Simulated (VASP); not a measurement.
# SiB7As8H (a cell with a defect) in VASP: single point with PBEsol

Aim: the single point of SiB7As8H (a cell with a defect) with PBEsol.

Program: VASP 6.6.1. These are calculated values, not measurements. Logs are shortened: lines on timing, memory, paths and dates and some standing lists are left out, and cuts for length are marked.

### 1 The cell of the first run

The cell holds a defect, 17 atoms: a = 9.536 Å, b = 4.768 Å, c = 4.768 Å, α = 90.00°, β = 90.00°, γ = 90.00°.

### 2 Single point, PBEsol, collinear spin

Contents of INCAR:

```
PREC = Accurate
ENCUT = 420
EDIFF = 1E-6
ISMEAR = -1
SIGMA = 0.05
LREAL = False
LASPH = True
NELM = 200
ALGO = Normal
ISIF = 2
LWAVE = False
LCHARG = False
ISPIN = 2
MAGMOM = 0.471 0.471 0.471 0.471 0.471 0.471 0.471 0.471 0.471 0.471 0.471 0.471 0.471 0.471 0.471 0.471 0.471
LORBIT = 11
GGA = PS
NBANDS = 51
GGA_COMPAT = False
```

Contents of KPOINTS:

```
Automatic mesh
0
Gamma
  2 2 2
  0.5 0.5 0.5
```

Contents of POSCAR:

```
SiB7As8H
1.0
    9.5357640000      0.0000000000      0.0000000000
    0.0000000000      4.7678820000      0.0000000000
    0.0000000000      0.0000000000      4.7678820000
B As Si H
7 8 1 1
Direct
    0.9997390000      0.0032810000      0.9993980000
    0.4999900000      0.9967160000      0.0052760000
    0.2514130000      0.4954310000      0.0048020000
    0.7510650000      0.5043040000      0.9962260000
    0.2488450000      0.0011380000      0.4990700000
    0.7503140000      0.9986000000      0.4912630000
    0.0013250000      0.4992010000      0.4970030000
    0.1237070000      0.2444110000      0.2522300000
    0.6251270000      0.2475100000      0.2407590000
    0.3773710000      0.7509020000      0.2502450000
    0.8739720000      0.7450640000      0.2517110000
    0.3724590000      0.2593740000      0.7567310000
    0.8779290000      0.2567110000      0.7464680000
    0.1267760000      0.7496320000      0.7542000000
    0.6262560000      0.7480580000      0.7509260000
    0.4976360000      0.5037360000      0.5030770000
    0.6275510000      0.8789920000      0.2478210000
```

Potentials or basis: VASP PAW PBE potentials, release 64 (B, As, Si, H).

Command:

```bash
$ cat potpaw_PBE.64/B/POTCAR potpaw_PBE.64/As/POTCAR potpaw_PBE.64/Si/POTCAR potpaw_PBE.64/H/POTCAR > POTCAR
$ mpirun -np 1 vasp_std > vasp.out
```

OUTCAR:

```text
PREC = Accurate
   ENCUT = 420
   EDIFF = 1E-6
   ISMEAR = -1
   LREAL = False
   LASPH = True
   NELM = 200
   ISIF = 2
   ISPIN = 2
   LORBIT = 11
   GGA = PS

 ion  position               nearest neighbor table
   1  1.000  0.003  0.999-   8 2.04  13 2.06  14 2.07  11 2.10
   2  0.500  0.997  0.005-  10 2.03   9 2.03  15 2.08  12 2.11
   3  0.251  0.495  0.005-  12 2.00  10 2.07   8 2.08  14 2.08
   4  0.751  0.504  0.996-  15 2.03  11 2.04  13 2.07   9 2.07
   5  0.249  0.001  0.499-   8 2.04  14 2.07  10 2.08  12 2.10
   6  0.750  0.999  0.491-  11 2.04   9 2.06  15 2.09  13 2.12
   7  0.001  0.499  0.497-  13 2.03   8 2.05  11 2.05  14 2.09
   8  0.124  0.244  0.252-   5 2.04   1 2.04   7 2.05   3 2.08
   9  0.625  0.248  0.241-  17 1.76   2 2.03   6 2.06   4 2.07  16 2.13
  10  0.377  0.751  0.250-   2 2.03  16 2.04   3 2.07   5 2.08
  11  0.874  0.745  0.252-   6 2.04   4 2.04   7 2.05   1 2.10
  12  0.372  0.259  0.757-   3 2.00  16 2.06   5 2.10   2 2.11
  13  0.878  0.257  0.746-   7 2.03   1 2.06   4 2.07   6 2.12
  14  0.127  0.750  0.754-   5 2.07   1 2.07   3 2.08   7 2.09
  15  0.626  0.748  0.751-   4 2.03  16 2.06   2 2.08   6 2.09
  16  0.498  0.504  0.503-  10 2.04  12 2.06  15 2.06   9 2.13
  17  0.628  0.879  0.248-   9 1.76

  LATTYP: Found a simple tetragonal cell.
 ALAT       =     4.7678820000
 C/A-ratio  =     2.0000000000

  Lattice vectors:

 A1 = (   0.0000000000,   4.7678820000,   0.0000000000)
 A2 = (   0.0000000000,   0.0000000000,   4.7678820000)
 A3 = (   9.5357640000,   0.0000000000,   0.0000000000)

Analysis of symmetry for initial positions (statically):
=====================================================================
 Subroutine PRICEL returns:
 Original cell was already a primitive cell.

 Routine SETGRP: Setting up the symmetry group for a
 simple tetragonal supercell.

 Subroutine GETGRP returns: Found  1 space group operations
 (whereof  1 operations were pure point group operations)
 out of a pool of 16 trial point group operations.

The static configuration has the point symmetry C_1 .

Analysis of symmetry for dynamics (positions and initial velocities):
=====================================================================
 Subroutine PRICEL returns:
 Original cell was already a primitive cell.

 Routine SETGRP: Setting up the symmetry group for a
 simple tetragonal supercell.

 Subroutine GETGRP returns: Found  1 space group operations
 (whereof  1 operations were pure point group operations)
 out of a pool of 16 trial point group operations.

The dynamic configuration has the point symmetry C_1 .

Analysis of structural, dynamic, and magnetic symmetry:
=====================================================================
 Subroutine PRICEL returns:
 Original cell was already a primitive cell.

 Routine SETGRP: Setting up the symmetry group for a
 simple tetragonal supercell.

 Subroutine GETGRP returns: Found  1 space group operations
 (whereof  1 operations were pure point group operations)
 out of a pool of 16 trial point group operations.

The overall configuration has the point symmetry C_1 .

 Subroutine INISYM returns: Found  1 space group operations
 (whereof  1 operations are pure point group operations),
 and found     1 'primitive' translations

----------------------------------------------------------------------------------------

                                     Primitive cell

  volume of cell :     216.7737

  direct lattice vectors                    reciprocal lattice vectors
     9.535764000  0.000000000  0.000000000     0.104868367  0.000000000  0.000000000
     0.000000000  4.767882000  0.000000000     0.000000000  0.209736734  0.000000000
     0.000000000  0.000000000  4.767882000     0.000000000  0.000000000  0.209736734

  length of vectors
     9.535764000  4.767882000  4.767882000     0.104868367  0.209736734  0.209736734

  position of ions in fractional coordinates (direct lattice)
     0.999739000  0.003281000  0.999398000
     0.499990000  0.996716000  0.005276000
     0.251413000  0.495431000  0.004802000
     0.751065000  0.504304000  0.996226000
     0.248845000  0.001138000  0.499070000
     0.750314000  0.998600000  0.491263000
[... 9 lines left out ...]
     0.497636000  0.503736000  0.503077000
     0.627551000  0.878992000  0.247821000

  ion indices of the primitive-cell ions
   primitive index   ion index
                 1           1
                 2           2
                 3           3
                 4           4
                 5           5
                 6           6
[... 9 lines left out ...]
                16          16
                17          17

----------------------------------------------------------------------------------------

 KPOINTS: Automatic mesh

Automatic generation of k-mesh.
 Grid dimensions read from file:
 generate k-points for:    2    2    2

 Generating k-lattice:

  Cartesian coordinates                     Fractional coordinates (reciprocal lattice)
     0.052434184  0.000000000  0.000000000     0.500000000  0.000000000  0.000000000
     0.000000000  0.104868367  0.000000000     0.000000000  0.500000000  0.000000000
     0.000000000  0.000000000  0.104868367     0.000000000  0.000000000  0.500000000

  Length of vectors
     0.052434184  0.104868367  0.104868367

  Shift w.r.t. Gamma in fractional coordinates (k-lattice)
     0.500000000  0.500000000  0.500000000

 Subroutine IBZKPT returns following result:
 ===========================================

 Found      4 irreducible k-points:

 Following reciprocal coordinates:
            Coordinates               Weight
  0.250000  0.250000  0.250000      2.000000
  0.250000 -0.250000  0.250000      2.000000
  0.250000 -0.250000 -0.250000      2.000000
  0.250000  0.250000 -0.250000      2.000000
   k-points           NKPTS =      4   k-points in BZ     NKDIM =      4   number of bands    NBANDS=     51
   number of dos      NEDOS =    301   number of ions     NIONS =     17
   total plane-waves  NPLWV =  65536
   dimension x,y,z NGX =    64 NGY =   32 NGZ =   32
   dimension x,y,z NGXF=   128 NGYF=   64 NGZF=   64
   ions per type =               7   8   1   1
   NGX,Y,Z   is equivalent  to a cutoff of  11.16, 11.16, 11.16 a.u.
   NGXF,Y,Z  is equivalent  to a cutoff of  22.32, 22.32, 22.32 a.u.
 SYSTEM =  unknown system
   PREC   = accura    normal or accurate (medium, high low for compatibility)
   ISTART =      0    job   : 0-new  1-cont  2-samecut
   ICHARG =      2    charge: 1-file 2-atom 10-const
   ISPIN  =      2    spin polarized calculation?
   LNONCOLLINEAR =      F non collinear calculations
   LSORBIT =      F    spin-orbit coupling
   LASPH  =      T    aspherical Exc in radial PAW
   ENCUT  =  420.0 eV  30.87 Ry    5.56 a.u.  15.93  7.97  7.97*2*pi/ulx,y,z
   NELM   =    200;   NELMIN=  2; NELMDL= -5     # of ELM steps
   EDIFF  = 0.1E-05   stopping-criterion for ELM
   LREAL  =      F    real-space projection
   EDIFFG = 0.1E-04   stopping-criterion for IOM
   NSW    =      0    number of steps for IOM
   IBRION =     -1    ionic relax: 0-MD 1-quasi-New 2-CG
   NFREE  =      0    steps in history (QN), initial steepest desc. (CG)
   ISIF   =      2    stress and relaxation
   ISYM   =      2    0-nonsym 1-usesym 2-fastsym
   POTIM  = 0.5000    time-step for ionic-motion
   TEBEG  =    0.0;   TEEND  =   0.0 temperature during run
   PSTRESS=    0.0 pullay stress
   NELECT =      66.0000    total number of electrons
   NUPDOWN=      -1.0000    fix difference up-down
   EMIN   =  10.00;   EMAX   =-10.00  energy-range for DOS
   EFERMI =   0.00;   METHOD = LEGACY
   ISMEAR =    -1;   SIGMA  =   0.05  broadening in eV -4-tet -1-fermi 0-gaus
   EFERMI_NEDOS =   21; number of points for ismear=-14 and -15
   IALGO  =     38    algorithm
   IMIX   =      4    mixing-type and parameters
     AMIX     =   0.40;   BMIX     =  1.00
     AMIX_MAG =   1.60;   BMIX_MAG =  1.00
  volume/ion in A,a.u.               =      12.75        86.05
  Fermi-wavevector in a.u.,A,eV,Ry     =   1.101338  2.081227 16.503126  1.212946
  Thomas-Fermi vector in A             =   2.237764
   LORBIT       =     11    0 simple, 1 ext, 2 COOP (PROOUT), +10 PAW based schemes
   GGA     = PS    functional components
   LHFCALC =     F    Hartree Fock is set to
   AEXX    =    0.0000 exact exchange contribution
   IVDW    =     0    specifies the selected vdW correction
   LEPSILON=     F    determine dielectric tensor
   LRPA    =     F    only Hartree local field effects (RPA)
 spin polarized calculation
  energy-cutoff  :      420.00
  volume of cell :      216.77
 maximum number of plane-waves:      4240
 NGX is ok and might be reduce to    64
   NGX = 31   NGY = 15   NGZ = 15

 number of electron      65.9999994 magnetization      -0.0050610

 number of electron      65.9999994 magnetization       0.0006119

 Free energy of the ion-electron system (eV)
  ---------------------------------------------------
  ext. energy  EPLUGINS =         0.00000000
  ---------------------------------------------------
  free energy    TOTEN  =       -93.17985242 eV

  energy without entropy =      -93.17983005  energy(sigma->0) =      -93.17984124

 E-fermi :   7.7818     XC(G=0): -10.9306

 val. band max:        7.2017749581   @ k =   0.2500   0.2500   0.2500
 cond. band min:       8.3327698709   @ k =   0.2500   0.2500  -0.2500
 fundamental gap:      1.1309949128
 Fermi energy:         7.7817776768

 spin component 1

 k-point     1 :       0.2500    0.2500    0.2500
  band No.  band energies     occupation
      1      -8.6854      1.00000
      2      -7.6366      1.00000
      3      -6.6363      1.00000
      4      -6.2187      1.00000
      5      -6.0525      1.00000
      6      -5.4457      1.00000
[... 37 lines left out ...]
     44      11.0238      0.00000
     45      11.2069      0.00000
[... 102 lines left out ...]
      4      -6.3843      1.00000
      5      -5.9700      1.00000
      6      -5.4592      1.00000
[... 37 lines left out ...]
     44      11.0564      0.00000
     45      11.2162      0.00000
 Fermi energy:         7.7817776768

 spin component 2

 k-point     1 :       0.2500    0.2500    0.2500
  band No.  band energies     occupation
      1      -8.6853      1.00000
      2      -7.6365      1.00000
      3      -6.6363      1.00000
      4      -6.2187      1.00000
      5      -6.0525      1.00000
      6      -5.4457      1.00000
[... 37 lines left out ...]
     44      11.0238      0.00000
     45      11.2069      0.00000
[... 102 lines left out ...]
      4      -6.3843      1.00000
      5      -5.9699      1.00000
      6      -5.4591      1.00000
[... 37 lines left out ...]
     44      11.0565      0.00000
     45      11.2163      0.00000
 [bands above 45 left out]

------------------------ aborting loop because EDIFF is reached ----------------------------------------

  FORCE on cell =-STRESS in cart. coord.  units (eV):
  Direction    XX          YY          ZZ          XY          YZ          ZX
  --------------------------------------------------------------------------------------
  -------------------------------------------------------------------------------------
  Total       14.5822583     23.8837506     22.6754770     -0.8973906     -0.8194651      2.3396494
  in kB      107.7776914    176.5251621    167.5947937     -6.6326273     -6.0566792     17.2923842
  external PRESSURE =     150.6325491 kB  Pullay stress =       0.0000000 kB

 VOLUME and BASIS-vectors are now :
 -----------------------------------------------------------------------------
  energy-cutoff  :      420.00
  volume of cell :      216.77
      direct lattice vectors                 reciprocal lattice vectors
     9.535764000  0.000000000  0.000000000     0.104868367  0.000000000  0.000000000
     0.000000000  4.767882000  0.000000000     0.000000000  0.209736734  0.000000000
     0.000000000  0.000000000  4.767882000     0.000000000  0.000000000  0.209736734

 POSITION                                       TOTAL-FORCE (eV/Angst)
 -----------------------------------------------------------------------------------
      9.53328      0.01564      4.76501        -0.056259     -0.407909      0.094458
      4.76779      4.75222      0.02516         0.747490     -0.418582      0.292641
      2.39742      2.36216      0.02290        -0.703304      0.657148      0.359284
      7.16198      2.40446      4.74989        -0.188969      0.010690      0.391296
      2.37293      0.00543      2.37951         0.069528     -0.145987      0.173410
      7.15482      4.76121      2.34228        -0.556149     -0.216862     -0.052638
[... 9 lines left out ...]
      4.74534      2.40175      2.39861         1.957756     -0.351509     -1.070786
      5.98418      4.19093      1.18158        -0.291835     -2.640051      0.000707
 -----------------------------------------------------------------------------------
    total drift:                                0.000194     -0.000158      0.000327

  FREE ENERGIE OF THE ION-ELECTRON SYSTEM (eV)
  ---------------------------------------------------
  free  energy   TOTEN  =       -93.1798524223 eV

  energy  without entropy=      -93.1798300549  energy(sigma->0) =      -93.17984124

 total charge

# of ion       s       p       d       tot
------------------------------------------
    1        0.653   1.171   0.000   1.824
    2        0.671   1.157   0.000   1.828
    3        0.655   1.185   0.000   1.840
    4        0.659   1.170   0.000   1.829
    5        0.654   1.163   0.000   1.817
    6        0.659   1.142   0.000   1.801
[... 9 lines left out ...]
   16        0.781   1.193   0.000   1.974
   17        0.516   0.026   0.000   0.542
--------------------------------------------------
tot         15.384  23.071   0.830  39.285

 magnetization (x)

# of ion       s       p       d       tot
------------------------------------------
    1       -0.000  -0.000   0.000  -0.000
    2       -0.000  -0.000   0.000  -0.000
    3       -0.000  -0.000   0.000  -0.000
    4       -0.000  -0.000   0.000  -0.000
    5       -0.000  -0.000   0.000  -0.000
    6       -0.000  -0.000   0.000  -0.000
[... 9 lines left out ...]
   16        0.000   0.000   0.000   0.000
   17       -0.000  -0.000   0.000  -0.000
--------------------------------------------------
tot         -0.000  -0.000   0.000  -0.000
```

Run time: 93 s. Hardware: 1 thread of AMD EPYC 7R43 (Zen 3), shared host; peak memory 0.27 GiB.

What came out:

| Quantity | Value |
| --- | --- |
| Free energy | -93.1799 eV |
| Pressure | 15.1 GPa |
| Largest force | 5.991 eV/Å |
| Band gap on the k mesh | 1.13 eV |
| Net moment | 0.00 μB per cell |
| Valence electrons inside the program's atomic spheres | B 1.82, 1.83, 1.84, 1.80 (each value once); As 2.95, 3.05, 3.07, 2.94, 3.08, 2.92 (each value once); Si 1.97; H 0.54 |

Forces on the atoms (eV/Å):
```
B   -0.056 -0.408  0.094
B    0.747 -0.419  0.293
B   -0.703  0.657  0.359
B   -0.189  0.011  0.391
B    0.070 -0.146  0.173
B   -0.556 -0.217 -0.053
B    0.265  0.357  0.163
As   0.167  0.259 -0.161
As   2.294 -0.067 -1.727
As  -3.799  3.416 -3.128
As   0.485  0.439 -0.377
As  -2.791 -3.703  2.205
As  -0.269 -0.430  0.239
As  -0.214 -0.018 -0.166
As   2.884  3.260  2.764
Si   1.958 -0.352 -1.071
H   -0.292 -2.640  0.001
```

Caveat: the k points lie up to 0.66 Å⁻¹ apart; the PAW data sets were made with another functional, which shifts forces and pressure a little.
